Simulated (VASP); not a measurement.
# CuO (C2/c) in VASP: notebook

The runs below take CuO through single point, with PBE.

All numbers are computed with VASP 6.6.1; they aren't measurements. Logs are shortened: lines on timing, memory, paths and dates and some standing lists are left out, and cuts for length are marked.

### 1 The cell of the first run

It takes space group C2/c (No. 15, monoclinic). The conventional cell has a = 4.684 Å, b = 3.423 Å, c = 5.129 Å, α = 90.00°, β = 99.54°, γ = 90.00°. Cu (site symmetry -1) has 4 O at 1.95 to 1.96 Å within 2.6 Å. Within 2.6 Å of O (site symmetry 2) lie 4 Cu at 1.95 to 1.96 Å.

### 2 Single point, PBE, collinear spin, ferromagnetic start

INCAR

```
PREC = Accurate ; ENCUT = 520
EDIFF = 1E-6 ; ISMEAR = 0
SIGMA = 0.1 ; LREAL = False
LASPH = True ; NELM = 150
ALGO = Normal ; ISIF = 2
LWAVE = False ; LCHARG = True
ISPIN = 2 ; MAGMOM = 1 1 0 0
LORBIT = 11 ; LMAXMIX = 4
GGA = PE ; LELF = True
LVHAR = True ; NBANDS = 29
```

KPOINTS

```
Automatic mesh
0
Gamma
  6 6 4
```

POSCAR

```
CuO
1.0
    2.3418500000     -1.7113000000      0.0000000000
    2.3418500000      1.7113000000      0.0000000000
   -0.8500274268      0.0000000000      5.0578693947
Cu O
2 2
Direct
    0.0000000000      0.5000000000      0.0000000000
    0.5000000000      0.0000000000      0.5000000000
    0.5816000000      0.4184000000      0.2500000000
    0.4184000000      0.5816000000      0.7500000000
```

Potentials or basis: VASP PAW PBE potentials, release 64 (Cu, O).

On the command line:

```console
> cat potpaw_PBE.64/Cu/POTCAR potpaw_PBE.64/O/POTCAR > POTCAR
> mpirun -np 1 vasp_std > vasp.out
```

OUTCAR:

```text
PREC = Accurate
   ENCUT = 520
   EDIFF = 1E-6
   ISMEAR = 0
   LREAL = False
   LASPH = True
   NELM = 150
   ISIF = 2
   ISPIN = 2
   LORBIT = 11
   GGA = PE

 ion  position               nearest neighbor table
   1  0.000  0.500  0.000-   3 1.95   4 1.95   4 1.96   3 1.96
   2  0.500  0.000  0.500-   4 1.95   3 1.95   4 1.96   3 1.96
   3  0.582  0.418  0.250-   2 1.95   1 1.95   2 1.96   1 1.96
   4  0.418  0.582  0.750-   1 1.95   2 1.95   2 1.96   1 1.96

  LATTYP: Found a base centered monoclinic cell.
 ALAT       =     4.6837000000
 B/A-ratio  =     0.7307470589
 C/A-ratio  =     1.0950317057
 COS(beta)  =    -0.1657361228

  Lattice vectors:

 A1 = (   2.3418500000,  -1.7113000000,   0.0000000000)
 A2 = (   2.3418500000,   1.7113000000,   0.0000000000)
 A3 = (  -0.8500274268,   0.0000000000,   5.0578693947)

Analysis of symmetry for initial positions (statically):
=====================================================================
 Subroutine PRICEL returns:
 Original cell was already a primitive cell.

 Routine SETGRP: Setting up the symmetry group for a
 base centered monoclinic supercell.

 Subroutine GETGRP returns: Found  4 space group operations
 (whereof  2 operations were pure point group operations)
 out of a pool of  4 trial point group operations.

The static configuration has the point symmetry S_2 .
 The point group associated with its full space group is C_2h.

Analysis of symmetry for dynamics (positions and initial velocities):
=====================================================================
 Subroutine PRICEL returns:
 Original cell was already a primitive cell.

 Routine SETGRP: Setting up the symmetry group for a
 base centered monoclinic supercell.

 Subroutine GETGRP returns: Found  4 space group operations
 (whereof  2 operations were pure point group operations)
 out of a pool of  4 trial point group operations.

The dynamic configuration has the point symmetry S_2 .
 The point group associated with its full space group is C_2h.

Analysis of structural, dynamic, and magnetic symmetry:
=====================================================================
 Subroutine PRICEL returns:
 Original cell was already a primitive cell.

 Routine SETGRP: Setting up the symmetry group for a
 base centered monoclinic supercell.

 Subroutine GETGRP returns: Found  4 space group operations
 (whereof  2 operations were pure point group operations)
 out of a pool of  4 trial point group operations.

The overall configuration has the point symmetry S_2 .
 The point group associated with its full space group is C_2h.

 Subroutine INISYM returns: Found  4 space group operations
 (whereof  2 operations are pure point group operations),
 and found     1 'primitive' translations

----------------------------------------------------------------------------------------

                                     Primitive cell

  volume of cell :      40.5399

  direct lattice vectors                    reciprocal lattice vectors
     2.341850000 -1.711300000  0.000000000     0.213506416 -0.292175539  0.035881968
     2.341850000  1.711300000  0.000000000     0.213506416  0.292175539  0.035881968
    -0.850027427  0.000000000  5.057869395     0.000000000  0.000000000  0.197711709

  length of vectors
     2.900484289  2.900484289  5.128800000     0.363646877  0.363646877  0.197711709

  position of ions in fractional coordinates (direct lattice)
     0.000000000  0.500000000  0.000000000
     0.500000000  0.000000000  0.500000000
     0.581600000  0.418400000  0.250000000
     0.418400000  0.581600000  0.750000000

  ion indices of the primitive-cell ions
   primitive index   ion index
                 1           1
                 2           2
                 3           3
                 4           4

----------------------------------------------------------------------------------------

 KPOINTS: Automatic mesh

Automatic generation of k-mesh.
 Grid dimensions read from file:
 generate k-points for:    6    6    4

 Generating k-lattice:

  Cartesian coordinates                     Fractional coordinates (reciprocal lattice)
     0.035584403 -0.048695923  0.005980328     0.166666667  0.000000000 -0.000000000
     0.035584403  0.048695923  0.005980328     0.000000000  0.166666667 -0.000000000
     0.000000000  0.000000000  0.049427927     0.000000000  0.000000000  0.250000000

  Length of vectors
     0.060607813  0.060607813  0.049427927

  Shift w.r.t. Gamma in fractional coordinates (k-lattice)
     0.000000000  0.000000000  0.000000000

 Subroutine IBZKPT returns following result:
 ===========================================

 Found     47 irreducible k-points:

 Following reciprocal coordinates:
            Coordinates               Weight
  0.000000  0.000000  0.000000      1.000000
  0.166667 -0.000000  0.000000      4.000000
  0.333333 -0.000000  0.000000      4.000000
  0.500000 -0.000000 -0.000000      2.000000
  0.166667  0.166667  0.000000      2.000000
  0.333333  0.166667 -0.000000      4.000000
[... 16 lines left out ...]
 -0.333333  0.166667  0.250000      4.000000
 -0.166667  0.166667  0.250000      4.000000
 [... further k-points ...]
   k-points           NKPTS =     47   k-points in BZ     NKDIM =     47   number of bands    NBANDS=     29
   number of dos      NEDOS =    301   number of ions     NIONS =      4
   total plane-waves  NPLWV =  23040
   dimension x,y,z NGX =    24 NGY =   24 NGZ =   40
   dimension x,y,z NGXF=    48 NGYF=   48 NGZF=   80
   ions per type =               2   2
   NGX,Y,Z   is equivalent  to a cutoff of  13.76, 13.76, 12.97 a.u.
   NGXF,Y,Z  is equivalent  to a cutoff of  27.51, 27.51, 25.93 a.u.
 SYSTEM =  unknown system
   PREC   = accura    normal or accurate (medium, high low for compatibility)
   ISTART =      0    job   : 0-new  1-cont  2-samecut
   ICHARG =      2    charge: 1-file 2-atom 10-const
   ISPIN  =      2    spin polarized calculation?
   LNONCOLLINEAR =      F non collinear calculations
   LSORBIT =      F    spin-orbit coupling
   LASPH  =      T    aspherical Exc in radial PAW
   ENCUT  =  520.0 eV  38.22 Ry    6.18 a.u.   5.39  5.39  9.54*2*pi/ulx,y,z
   NELM   =    150;   NELMIN=  2; NELMDL= -5     # of ELM steps
   EDIFF  = 0.1E-05   stopping-criterion for ELM
   LREAL  =      F    real-space projection
   EDIFFG = 0.1E-04   stopping-criterion for IOM
   NSW    =      0    number of steps for IOM
   IBRION =     -1    ionic relax: 0-MD 1-quasi-New 2-CG
   NFREE  =      0    steps in history (QN), initial steepest desc. (CG)
   ISIF   =      2    stress and relaxation
   ISYM   =      2    0-nonsym 1-usesym 2-fastsym
   POTIM  = 0.5000    time-step for ionic-motion
   TEBEG  =    0.0;   TEEND  =   0.0 temperature during run
   PSTRESS=    0.0 pullay stress
   NELECT =      34.0000    total number of electrons
   NUPDOWN=      -1.0000    fix difference up-down
   EMIN   =  10.00;   EMAX   =-10.00  energy-range for DOS
   EFERMI =   0.00;   METHOD = LEGACY
   ISMEAR =     0;   SIGMA  =   0.10  broadening in eV -4-tet -1-fermi 0-gaus
   EFERMI_NEDOS =   21; number of points for ismear=-14 and -15
   IALGO  =     38    algorithm
   IMIX   =      4    mixing-type and parameters
     AMIX     =   0.40;   BMIX     =  1.00
     AMIX_MAG =   1.60;   BMIX_MAG =  1.00
  volume/ion in A,a.u.               =      10.13        68.39
  Fermi-wavevector in a.u.,A,eV,Ry     =   1.543856  2.917465 32.429379  2.383492
  Thomas-Fermi vector in A             =   2.649460
   LORBIT       =     11    0 simple, 1 ext, 2 COOP (PROOUT), +10 PAW based schemes
   GGA     = PE    functional components
   LHFCALC =     F    Hartree Fock is set to
   AEXX    =    0.0000 exact exchange contribution
   IVDW    =     0    specifies the selected vdW correction
   LEPSILON=     F    determine dielectric tensor
   LRPA    =     F    only Hartree local field effects (RPA)
 spin polarized calculation
 Gauss-broadening in eV      SIGMA  =   0.10
  energy-cutoff  :      520.00
  volume of cell :       40.54
 maximum number of plane-waves:      1129
 NGX is ok and might be reduce to    24
   NGX = 11   NGY = 11   NGZ = 19

 number of electron      34.0000001 magnetization       0.0045020

 Free energy of the ion-electron system (eV)
  ---------------------------------------------------
  ext. energy  EPLUGINS =         0.00000000
  ---------------------------------------------------
  free energy    TOTEN  =       -19.52619114 eV

  energy without entropy =      -19.51260068  energy(sigma->0) =      -19.51939591

 E-fermi :   5.7178     XC(G=0): -11.9146

 val. band max:        5.7078169867   @ k =   0.3333   0.3333   0.2500
 cond. band min:       5.7185975619   @ k =  -0.3333   0.0000   0.2500
 fundamental gap:      0.0107805752
 Fermi energy:         5.7178431035

 spin component 1

 k-point     1 :       0.0000    0.0000    0.0000
  band No.  band energies     occupation
      1     -14.2132      1.00000
      2     -12.8868      1.00000
      3      -2.4334      1.00000
      4       0.1592      1.00000
      5       0.5547      1.00000
      6       2.4057      1.00000
[... 21 lines left out ...]
     28      24.3994      0.00000
     29      26.2856      0.00000

 k-point     2 :       0.1667   -0.0000    0.0000
  band No.  band energies     occupation
      1     -14.0336      1.00000
      2     -12.8297      1.00000
      3      -2.1417      1.00000
      4       0.1074      1.00000
      5       0.4805      1.00000
      6       0.9183      1.00000
[... 21 lines left out ...]
     28      24.4666      0.00000
     29      26.8846      0.00000

 k-point     3 :       0.3333   -0.0000    0.0000
  band No.  band energies     occupation
      1     -13.6428      1.00000
      2     -12.7134      1.00000
      3      -1.5394      1.00000
      4      -0.8159      1.00000
      5      -0.0109      1.00000
      6       0.5336      1.00000
[... 638 lines left out ...]
      5      -0.1379      1.00000
      6       0.1431      1.00000
[... 21 lines left out ...]
     28      26.5875      0.00000
     29      27.3280      0.00000

 k-point    24 :      -0.1667    0.1667    0.2500
  band No.  band energies     occupation
      1     -13.6726      1.00000
      2     -12.9289      1.00000
      3      -1.3937      1.00000
      4      -0.1476      1.00000
      5       0.2441      1.00000
      6       0.5236      1.00000
[... 21 lines left out ...]
     28      27.8881      0.00000
     29      28.2107      0.00000

 [... further k-points ...]

 spin component 2

 k-point     1 :       0.0000    0.0000    0.0000
  band No.  band energies     occupation
      1     -14.2120      1.00000
      2     -12.8854      1.00000
      3      -2.4324      1.00000
      4       0.1609      1.00000
      5       0.5568      1.00000
      6       2.4067      1.00000
[... 21 lines left out ...]
     28      24.3997      0.00000
     29      26.2858      0.00000

 k-point     2 :       0.1667   -0.0000    0.0000
  band No.  band energies     occupation
      1     -14.0324      1.00000
      2     -12.8284      1.00000
      3      -2.1407      1.00000
      4       0.1091      1.00000
      5       0.4823      1.00000
      6       0.9194      1.00000
[... 21 lines left out ...]
     28      24.4668      0.00000
     29      26.8849      0.00000

 k-point     3 :       0.3333   -0.0000    0.0000
  band No.  band energies     occupation
      1     -13.6415      1.00000
      2     -12.7120      1.00000
      3      -1.5383      1.00000
      4      -0.8151      1.00000
      5      -0.0097      1.00000
      6       0.5357      1.00000
[... 638 lines left out ...]
      5      -0.1367      1.00000
      6       0.1444      1.00000
[... 21 lines left out ...]
     28      26.5879      0.00000
     29      27.3284      0.00000

 k-point    24 :      -0.1667    0.1667    0.2500
  band No.  band energies     occupation
      1     -13.6713      1.00000
      2     -12.9275      1.00000
      3      -1.3926      1.00000
      4      -0.1460      1.00000
      5       0.2456      1.00000
      6       0.5246      1.00000
[... 21 lines left out ...]
     28      27.8883      0.00000
     29      28.2110      0.00000

 [... further k-points ...]
[... 5 lines left out ...]
  --------------------------------------------------------------------------------------
  -------------------------------------------------------------------------------------
  Total        1.5991408      1.8417813      1.4432589      0.0000000      0.0000000     -0.3035247
  in kB       63.1996189     72.7890080     57.0390105      0.0000000      0.0000000    -11.9955936
  external PRESSURE =      64.3425458 kB  Pullay stress =       0.0000000 kB

 VOLUME and BASIS-vectors are now :
 -----------------------------------------------------------------------------
  energy-cutoff  :      520.00
  volume of cell :       40.54
      direct lattice vectors                 reciprocal lattice vectors
     2.341850000 -1.711300000  0.000000000     0.213506416 -0.292175539  0.035881968
     2.341850000  1.711300000  0.000000000     0.213506416  0.292175539  0.035881968
    -0.850027427  0.000000000  5.057869395     0.000000000  0.000000000  0.197711709

 POSITION                                       TOTAL-FORCE (eV/Angst)
 -----------------------------------------------------------------------------------
      1.17092      0.85565      0.00000         0.000000      0.000000      0.000000
      0.74591     -0.85565      2.52893         0.000000      0.000000      0.000000
      2.12934     -0.27928      1.26447         0.000000      0.245854     -0.000000
      1.70433      0.27928      3.79340        -0.000000     -0.245854      0.000000
 -----------------------------------------------------------------------------------
    total drift:                                0.000000      0.000000     -0.000000

  FREE ENERGIE OF THE ION-ELECTRON SYSTEM (eV)
  ---------------------------------------------------
  free  energy   TOTEN  =       -19.5261911428 eV

  energy  without entropy=      -19.5126006764  energy(sigma->0) =      -19.51939591

 total charge

# of ion       s       p       d       tot
------------------------------------------
    1        0.379   0.387   9.142   9.909
    2        0.379   0.387   9.142   9.909
    3        1.577   3.384   0.000   4.961
    4        1.577   3.384   0.000   4.961
--------------------------------------------------
tot          3.913   7.542  18.284  29.739

 magnetization (x)

# of ion       s       p       d       tot
------------------------------------------
    1       -0.000   0.000   0.001   0.001
    2       -0.000   0.000   0.001   0.001
    3        0.000   0.001   0.000   0.001
    4        0.000   0.001   0.000   0.001
--------------------------------------------------
tot          0.000   0.001   0.002   0.004
```

Run time: 68 s. Hardware: 1 thread of Intel Xeon 6975P-C, shared host; peak memory 0.23 GiB.

Results:

```yaml
Free_energy: -19.5262 eV
Pressure: 6.4 GPa
Largest_force: 0.246 eV/Å
Band_gap_on_the_k_mesh: zero (filled and empty bands overlap)
Net_moment: 0.00 μB per cell
Valence_electrons_inside_the_program's_atomic_spheres: Cu 9.91; O 4.96
```

Forces on the atoms (eV/Å):
```
Cu   0.000  0.000  0.000
Cu   0.000  0.000  0.000
O    0.000  0.246  0.000
O    0.000 -0.246  0.000
```

Caveat: the k points lie up to 0.38 Å⁻¹ apart; semilocal functionals often make such compounds metallic where correlation or magnetic order opens a gap, which also shifts bond lengths. With open d or f shells a metallic result of PBE can be an artefact of self-interaction; +U or a hybrid may open a gap.

[end of part 1 of 2]
